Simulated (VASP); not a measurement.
# ZnS (Pmm2) in VASP: single point with PBE

Aim: the single point of ZnS with PBE.

All numbers are computed with VASP 6.6.1; they aren't measurements. Logs are shortened: lines on timing, memory, paths and dates and some standing lists are left out, and cuts for length are marked.

**1. The cell of the first run**

The structure is orthorhombic, space group Pmm2 (No. 25). The conventional cell has a = 3.825 Å, b = 3.825 Å, c = 16.819 Å, α = 90.00°, β = 90.00°, γ = 90.00°. Within 3.1 Å of Zn (site symmetry mm2) lie 2 S at 2.34 Å. Within 3.1 Å of Zn (site symmetry mm2) lie 4 S at 2.34 Å. Within 3.1 Å of Zn (site symmetry mm2) lie 4 S at 2.34 Å. Zn (site symmetry mm2) has 4 S at 2.34 Å within 3.1 Å. Within 3.1 Å of S (site symmetry mm2) lie 4 Zn at 2.34 Å. S (site symmetry mm2) has 4 Zn at 2.34 Å within 3.1 Å. Within 3.1 Å of S (site symmetry mm2) lie 4 Zn at 2.34 Å. S (site symmetry mm2) has 2 Zn at 2.34 Å within 3.1 Å.

**2. Single point, PBE (the distance across one plane changed)**

File INCAR:

```
SYSTEM = ZnS
PREC = Accurate ; ENCUT = 520
EDIFF = 1E-6 ; ISMEAR = 0
SIGMA = 0.05 ; LREAL = .FALSE.
LASPH = .TRUE. ; NELM = 60
ALGO = Normal ; ISIF = 2
LWAVE = .FALSE. ; LCHARG = .FALSE.
GGA = PE ; NBANDS = 46
```

File KPOINTS:

```
Automatic mesh
0
G
  7 7 3
  0 0 0
```

File POSCAR:

```
ZnS
1.0
   -2.7046500000     -2.7046500000      0.0000000000
    2.7046500000     -2.7046500000      0.0000000000
    0.0000000000      0.0000000000     16.8186000000
Zn S
4 4
Direct
    0.0000000000      0.0000000000      0.6030488566
    0.5000000000      0.5000000000      0.1206097713
    0.0000000000      0.0000000000      0.2814227998
    0.5000000000      0.5000000000      0.4422358282
    0.5000000000      0.0000000000      0.2010162855
    0.0000000000      0.5000000000      0.3618293140
    0.5000000000      0.0000000000      0.5226423424
    0.0000000000      0.5000000000      0.0402032571
```

Potentials or basis: VASP PAW PBE potentials, release 64 (Zn, S).

Launch:

```
$ cat potpaw_PBE.64/Zn/POTCAR potpaw_PBE.64/S/POTCAR > POTCAR
$ mpirun -np 1 vasp_std > vasp.out
```

OUTCAR:

```text
SYSTEM = ZnS
   PREC = Accurate
   ENCUT = 520
   EDIFF = 1E-6
   ISMEAR = 0
   LREAL = .FALSE.
   LASPH = .TRUE.
   NELM = 60
   ISIF = 2
   GGA = PE

 ion  position               nearest neighbor table
   1  0.000  0.000  0.603-   7 2.34   7 2.34
   2  0.500  0.500  0.121-   5 2.34   8 2.34   5 2.34   8 2.34
   3  0.000  0.000  0.281-   6 2.34   6 2.34   5 2.34   5 2.34
   4  0.500  0.500  0.442-   6 2.34   7 2.34   7 2.34   6 2.34
   5  0.500  0.000  0.201-   2 2.34   2 2.34   3 2.34   3 2.34
   6  0.000  0.500  0.362-   3 2.34   4 2.34   3 2.34   4 2.34
   7  0.500  0.000  0.523-   1 2.34   4 2.34   4 2.34   1 2.34
   8  0.000  0.500  0.040-   2 2.34   2 2.34

  LATTYP: Found a simple tetragonal cell.
 ALAT       =     3.8249527115
 C/A-ratio  =     4.3970739689

  Lattice vectors:

 A1 = (  -2.7046500000,  -2.7046500000,   0.0000000000)
 A2 = (   2.7046500000,  -2.7046500000,   0.0000000000)
 A3 = (   0.0000000000,   0.0000000000,  16.8186000000)

Analysis of symmetry for initial positions (statically):
=====================================================================
 Subroutine PRICEL returns:
 Original cell was already a primitive cell.

 Routine SETGRP: Setting up the symmetry group for a
 simple tetragonal supercell.

 Subroutine GETGRP returns: Found  4 space group operations
 (whereof  4 operations were pure point group operations)
 out of a pool of 16 trial point group operations.

The static configuration has the point symmetry C_2v.

Analysis of symmetry for dynamics (positions and initial velocities):
=====================================================================
 Subroutine PRICEL returns:
 Original cell was already a primitive cell.

 Routine SETGRP: Setting up the symmetry group for a
 simple tetragonal supercell.

 Subroutine GETGRP returns: Found  4 space group operations
 (whereof  4 operations were pure point group operations)
 out of a pool of 16 trial point group operations.

The dynamic configuration has the point symmetry C_2v.

 Subroutine INISYM returns: Found  4 space group operations
 (whereof  4 operations are pure point group operations),
 and found     1 'primitive' translations

----------------------------------------------------------------------------------------

                                     Primitive cell

  volume of cell :     246.0605

  direct lattice vectors                    reciprocal lattice vectors
    -2.704650000 -2.704650000  0.000000000    -0.184866803 -0.184866803  0.000000000
     2.704650000 -2.704650000  0.000000000     0.184866803 -0.184866803  0.000000000
     0.000000000  0.000000000 16.818600000     0.000000000  0.000000000  0.059457981

  length of vectors
     3.824952711  3.824952711 16.818600000     0.261441141  0.261441141  0.059457981

  position of ions in fractional coordinates (direct lattice)
     0.000000000  0.000000000  0.603048857
     0.500000000  0.500000000  0.120609771
     0.000000000  0.000000000  0.281422800
     0.500000000  0.500000000  0.442235828
     0.500000000  0.000000000  0.201016286
     0.000000000  0.500000000  0.361829314
     0.500000000  0.000000000  0.522642342
     0.000000000  0.500000000  0.040203257

  ion indices of the primitive-cell ions
   primitive index   ion index
                 1           1
                 2           2
                 3           3
                 4           4
                 5           5
                 6           6
                 7           7
                 8           8

----------------------------------------------------------------------------------------

 KPOINTS: Automatic mesh

Automatic generation of k-mesh.
 Grid dimensions read from file:
 generate k-points for:    7    7    3

 Generating k-lattice:

  Cartesian coordinates                     Fractional coordinates (reciprocal lattice)
    -0.026409543 -0.026409543  0.000000000     0.142857143  0.000000000  0.000000000
     0.026409543 -0.026409543  0.000000000     0.000000000  0.142857143  0.000000000
     0.000000000  0.000000000  0.019819327     0.000000000  0.000000000  0.333333333

  Length of vectors
     0.037348734  0.037348734  0.019819327

  Shift w.r.t. Gamma in fractional coordinates (k-lattice)
     0.000000000  0.000000000  0.000000000

 Subroutine IBZKPT returns following result:
 ===========================================

 Found     32 irreducible k-points:

 Following reciprocal coordinates:
            Coordinates               Weight
  0.000000  0.000000  0.000000      1.000000
  0.142857  0.000000  0.000000      2.000000
  0.000000  0.142857  0.000000      2.000000
  0.285714  0.000000  0.000000      2.000000
  0.000000  0.285714  0.000000      2.000000
  0.428571  0.000000  0.000000      2.000000
[... 16 lines left out ...]
  0.000000  0.428571  0.333333      4.000000
  0.142857  0.142857  0.333333      8.000000
 [... further k-points ...]
   k-points           NKPTS =     32   k-points in BZ     NKDIM =     32   number of bands    NBANDS=     46
   number of dos      NEDOS =    301   number of ions     NIONS =      8
   total plane-waves  NPLWV =  98784
   dimension x,y,z NGX =    28 NGY =   28 NGZ =  126
   dimension x,y,z NGXF=    56 NGYF=   56 NGZF=  252
   ions per type =               4   4
   NGX,Y,Z   is equivalent  to a cutoff of  12.17, 12.17, 12.45 a.u.
   NGXF,Y,Z  is equivalent  to a cutoff of  24.34, 24.34, 24.91 a.u.
 SYSTEM =  ZnS
   PREC   = accura    normal or accurate (medium, high low for compatibility)
   ISTART =      0    job   : 0-new  1-cont  2-samecut
   ICHARG =      2    charge: 1-file 2-atom 10-const
   ISPIN  =      1    spin polarized calculation?
   LNONCOLLINEAR =      F non collinear calculations
   LSORBIT =      F    spin-orbit coupling
   LASPH  =      T    aspherical Exc in radial PAW
   ENCUT  =  520.0 eV  38.22 Ry    6.18 a.u.   7.11  7.11 31.27*2*pi/ulx,y,z
   NELM   =     60;   NELMIN=  2; NELMDL= -5     # of ELM steps
   EDIFF  = 0.1E-05   stopping-criterion for ELM
   LREAL  =      F    real-space projection
   EDIFFG = 0.1E-04   stopping-criterion for IOM
   NSW    =      0    number of steps for IOM
   IBRION =     -1    ionic relax: 0-MD 1-quasi-New 2-CG
   NFREE  =      0    steps in history (QN), initial steepest desc. (CG)
   ISIF   =      2    stress and relaxation
   ISYM   =      2    0-nonsym 1-usesym 2-fastsym
   POTIM  = 0.5000    time-step for ionic-motion
   TEBEG  =    0.0;   TEEND  =   0.0 temperature during run
   PSTRESS=    0.0 pullay stress
   NELECT =      72.0000    total number of electrons
   NUPDOWN=      -1.0000    fix difference up-down
   EMIN   =  10.00;   EMAX   =-10.00  energy-range for DOS
   EFERMI =   0.00;   METHOD = LEGACY
   ISMEAR =     0;   SIGMA  =   0.05  broadening in eV -4-tet -1-fermi 0-gaus
   EFERMI_NEDOS =   21; number of points for ismear=-14 and -15
   IALGO  =     38    algorithm
   IMIX   =      4    mixing-type and parameters
     AMIX     =   0.40;   BMIX     =  1.00
     AMIX_MAG =   1.60;   BMIX_MAG =  1.00
  volume/ion in A,a.u.               =      30.76       207.56
  Fermi-wavevector in a.u.,A,eV,Ry     =   1.086855  2.053858 16.071938  1.181254
  Thomas-Fermi vector in A             =   2.223001
   LORBIT       =      0    0 simple, 1 ext, 2 COOP (PROOUT), +10 PAW based schemes
   GGA     = PE    functional components
   LHFCALC =     F    Hartree Fock is set to
   AEXX    =    0.0000 exact exchange contribution
   IVDW    =     0    specifies the selected vdW correction
   LEPSILON=     F    determine dielectric tensor
   LRPA    =     F    only Hartree local field effects (RPA)
 non-spin polarized calculation
 Gauss-broadening in eV      SIGMA  =   0.05
  energy-cutoff  :      520.00
  volume of cell :      246.06
 maximum number of plane-waves:      6656
   NGX = 15   NGY = 15   NGZ = 63

 number of electron      71.9999939 magnetization

 Free energy of the ion-electron system (eV)
  ---------------------------------------------------
  ext. energy  EPLUGINS =         0.00000000
  ---------------------------------------------------
  free energy    TOTEN  =       -23.76924353 eV

  energy without entropy =      -23.76420181  energy(sigma->0) =      -23.76672267

 E-fermi :  -0.1981     XC(G=0):  -7.1040

 val. band max:       -0.2288357041   @ k =   0.0000   0.0000   0.0000
 cond. band min:      -0.1810250712   @ k =   0.0000   0.2857   0.3333
 fundamental gap:      0.0478106329
 Fermi energy:        -0.1980895686

 k-point     1 :       0.0000    0.0000    0.0000
  band No.  band energies     occupation
      1     -14.4177      2.00000
      2     -13.6033      2.00000
      3     -12.8348      2.00000
      4     -11.4287      2.00000
      5      -7.9364      2.00000
      6      -7.8406      2.00000
[... 38 lines left out ...]
     45       5.1865      0.00000
     46       5.3118      0.00000

 k-point     2 :       0.1429    0.0000    0.0000
  band No.  band energies     occupation
      1     -14.3418      2.00000
      2     -13.5432      2.00000
      3     -12.7857      2.00000
      4     -11.3790      2.00000
      5      -7.8905      2.00000
      6      -7.8363      2.00000
[... 38 lines left out ...]
     45       5.2510      0.00000
     46       5.4528      0.00000

 k-point     3 :       0.0000    0.1429    0.0000
  band No.  band energies     occupation
      1     -14.3417      2.00000
      2     -13.5447      2.00000
      3     -12.7883      2.00000
      4     -11.4030      2.00000
      5      -7.9015      2.00000
      6      -7.8372      2.00000
[... 38 lines left out ...]
     45       5.4040      0.00000
     46       5.6023      0.00000

 k-point     4 :       0.2857    0.0000    0.0000
  band No.  band energies     occupation
      1     -14.1568      2.00000
      2     -13.4035      2.00000
      3     -12.6731      2.00000
      4     -11.2640      2.00000
      5      -7.8269      2.00000
      6      -7.7739      2.00000
[... 920 lines left out ...]
     45       5.9105      0.00000
     46       6.0096      0.00000

 k-point    23 :       0.0000    0.4286    0.3333
  band No.  band energies     occupation
      1     -13.9882      2.00000
      2     -13.2980      2.00000
      3     -12.5916      2.00000
      4     -11.3050      2.00000
      5      -7.8249      2.00000
      6      -7.7969      2.00000
[... 38 lines left out ...]
     45       6.0130      0.00000
     46       6.1665      0.00000

 k-point    24 :       0.1429    0.1429    0.3333
  band No.  band energies     occupation
      1     -14.2684      2.00000
      2     -13.4854      2.00000
      3     -12.7380      2.00000
      4     -11.3515      2.00000
      5      -7.8568      2.00000
      6      -7.8319      2.00000
[... 38 lines left out ...]
     45       5.2530      0.00000
     46       5.6290      0.00000

 [... further k-points ...]

------------------------ aborting loop because EDIFF is reached ----------------------------------------

  FORCE on cell =-STRESS in cart. coord.  units (eV):
  Direction    XX          YY          ZZ          XY          YZ          ZX
  --------------------------------------------------------------------------------------
  -------------------------------------------------------------------------------------
  Total        0.1037731      0.1037731      1.0668493      0.0367764      0.0000000      0.0000000
  in kB        0.6756993      0.6756993      6.9465902      0.2394627      0.0000000      0.0000000
  external PRESSURE =       2.7659963 kB  Pullay stress =       0.0000000 kB

 VOLUME and BASIS-vectors are now :
 -----------------------------------------------------------------------------
  energy-cutoff  :      520.00
  volume of cell :      246.06
      direct lattice vectors                 reciprocal lattice vectors
    -2.704650000 -2.704650000  0.000000000    -0.184866803 -0.184866803  0.000000000
     2.704650000 -2.704650000  0.000000000     0.184866803 -0.184866803  0.000000000
     0.000000000  0.000000000 16.818600000     0.000000000  0.000000000  0.059457981

 POSITION                                       TOTAL-FORCE (eV/Angst)
 -----------------------------------------------------------------------------------
      0.00000      0.00000     10.14244        -0.000000     -0.000000      0.060966
      0.00000     -2.70465      2.02849         0.000000      0.000000     -0.737033
      0.00000      0.00000      4.73314        -0.000000     -0.000000     -0.539657
      0.00000     -2.70465      7.43779        -0.000000     -0.000000     -0.561954
     -1.35232     -1.35232      3.38081        -0.000000     -0.000000      0.600966
      1.35232     -1.35232      6.08546        -0.000000     -0.000000      0.471549
     -1.35232     -1.35232      8.79011        -0.000000     -0.000000      0.440924
      1.35232     -1.35232      0.67616        -0.000000     -0.000000      0.264239
 -----------------------------------------------------------------------------------
    total drift:                               -0.000000      0.000000     -0.001088

  FREE ENERGIE OF THE ION-ELECTRON SYSTEM (eV)
  ---------------------------------------------------
  free  energy   TOTEN  =       -23.7692435328 eV

  energy  without entropy=      -23.7642018124  energy(sigma->0) =      -23.76672267
```

Run time: 10 min. Hardware: 1 thread of Intel Xeon 8259CL, shared host; peak memory 0.47 GiB.

Results:

| Item | Value |
| --- | --- |
| Free energy | -23.7692 eV |
| Pressure | 0.3 GPa |
| Largest force | 0.737 eV/Å |
| Band gap on the k mesh | 0.05 eV (least direct gap 0.11 eV) |

Forces in eV/Å, atoms in the order of the input:
```
Zn   0.000  0.000  0.061
Zn   0.000  0.000 -0.737
Zn   0.000  0.000 -0.540
Zn   0.000  0.000 -0.562
S    0.000  0.000  0.601
S    0.000  0.000  0.472
S    0.000  0.000  0.441
S    0.000  0.000  0.264
```

Stress tensor (GPa, compression positive):
```
0.07 0.02 0.00
0.02 0.07 0.00
0.00 0.00 0.69
```

Levels at points of the mesh, in eV from the valence-band top:
```csv
k point,band 33,band 34,band 35,band 36,band 37,band 38,band 39,band 40
"(0.00, 0.00, 0.00)",-1.10,-0.76,-0.06,0.00,0.38,2.26,2.72,3.09
```

Caveat: the cell differs from its parent crystal (the distance across one plane changed); an odd mesh through Γ misses points on the zone boundary, where band edges can lie.
